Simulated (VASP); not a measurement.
Wanted: the native input for a VASP 6.6.1 run.

* Task: single point
* Functional: r2SCAN
* Dispersion: D3(BJ)
* Potentials or basis: VASP PAW PBE potentials, release 64 (Ga_d, As)
* Cutoff: 520 eV
* k mesh: 8 × 8 × 8
* Occupations: gaussian, width 0.05 eV
* Spin: no spin polarisation
* Dipole correction: no
* Further INCAR settings: ALGO = Normal; EDIFF = 1e-06; NBANDS = 16

Crystal: GaAs.

```
Ga As
1.0
     0.00000    2.78492    2.78492
     2.78492    0.00000    2.78492
     2.78492    2.78492    0.00000
Ga As
1 1
Direct
  0.00000 0.00000 0.00000
  0.75000 0.75000 0.75000
```

This cell differs from its parent crystal: volume scaled by 0.96.

One way to write it, as run:

POSCAR

```
GaAs
1.0
    0.0000000000      2.7849220093      2.7849220093
    2.7849220093      0.0000000000      2.7849220093
    2.7849220093      2.7849220093      0.0000000000
Ga As
1 1
Direct
    0.0000000000      0.0000000000      0.0000000000
    0.7500000000      0.7500000000      0.7500000000
```

INCAR.step1

```
PREC     = Accurate       # precision mode
ENCUT    = 520            # plane-wave cutoff, eV
ISMEAR   = 0              # smearing method
SIGMA    = 0.05           # smearing width, eV
LREAL    = F              # projectors in reciprocal space
LASPH    = T              # aspherical terms in the spheres
NELM     = 100            # most SCF steps
NBANDS   = 16             # bands
GGA      = PE             # functional
ALGO     = Normal         # electronic algorithm
EDIFF    = 1E-4           # SCF threshold, eV
LWAVE    = T              # write WAVECAR
LCHARG   = F              # write CHGCAR
```

INCAR.step2

```
PREC     = Accurate       # precision mode
ENCUT    = 520            # plane-wave cutoff, eV
EDIFF    = 1E-6           # SCF threshold, eV
ISMEAR   = 0              # smearing method
SIGMA    = 0.05           # smearing width, eV
LREAL    = F              # projectors in reciprocal space
LASPH    = T              # aspherical terms in the spheres
NELM     = 100            # most SCF steps
ALGO     = Normal         # electronic algorithm
ISIF     = 2              # what is computed and relaxed
LWAVE    = F              # write WAVECAR
LCHARG   = T              # write CHGCAR
METAGGA  = R2SCAN         # meta-GGA
LMIXTAU  = T            
IVDW     = 12             # dispersion correction
VDW_S6   = 1.0          
VDW_S8   = 0.78981345   
VDW_A1   = 0.49484001   
VDW_A2   = 5.73083694   
LELF     = T              # ELF
LVHAR    = T            
NBANDS   = 16             # bands
ISTART   = 1
```

KPOINTS

```
Automatic mesh
0
Gamma
  8 8 8
```

Potentials or basis: VASP PAW PBE potentials, release 64 (Ga_d, As).

Command:

```sh
$ cat potpaw_PBE.64/Ga_d/POTCAR potpaw_PBE.64/As/POTCAR > POTCAR
$ cp INCAR.step1 INCAR
$ mpirun -np 1 vasp_std > vasp.out
$ cp INCAR.step2 INCAR
$ mpirun -np 1 vasp_std > vasp.out
```

Results of the run:

```
Pressure                   : 3.2 GPa
Band gap on the k mesh     : 1.36 eV, direct
Dispersion energy per atom : -0.159 eV
```

Caveat: three body term missing; the PAW data sets were made with another functional, which shifts forces and pressure a little.

It took 69 s on 1 thread of AMD EPYC 9R14 (Zen 4), on a shared host, peak memory 0.15 GiB.
